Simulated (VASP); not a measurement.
Input of a VASP 6.6.1 run:

File INCAR:

```
ALGO     = Normal         # electronic algorithm
EDIFF    = 1E-7           # SCF threshold, eV
ENCUT    = 520            # plane-wave cutoff, eV
ISIF     = 2              # what is computed and relaxed
ISMEAR   = -1             # smearing method
LASPH    = True           # aspherical terms in the spheres
LCHARG   = False          # write CHGCAR
LREAL    = False          # projectors in reciprocal space
LWAVE    = False          # write WAVECAR
NBANDS   = 19             # bands
NELM     = 80             # most SCF steps
PREC     = Accurate       # precision mode
SIGMA    = 0.05           # smearing width, eV
```

Contents of KPOINTS:

```
k-points
0
Gamma
  9 9 5
```

POSCAR

```
Zr
1.0
    3.2320000000      0.0000000000      0.0000000000
   -1.6160000000      2.7989941050      0.0000000000
    0.0000000000      0.0000000000      5.1470000000
Zr
2
Direct
    0.6666666667      0.3333333333      0.7500000000
    0.3333333333      0.6666666667      0.2500000000
```

Potentials or basis: VASP PAW LDA potentials, release 64 (Zr_sv).

Launch:

```bash
$ cat potpaw_LDA.64/Zr_sv/POTCAR > POTCAR
$ mpirun -np 1 vasp_std > vasp.out
```

(1) Estimate the pressure.

(2) Predict the band gap on the k mesh.

Answers

(1) -6.0 GPa.

(2) zero (band 12 reaches 9.62 eV, above the bottom of band 13 at 8.56 eV).
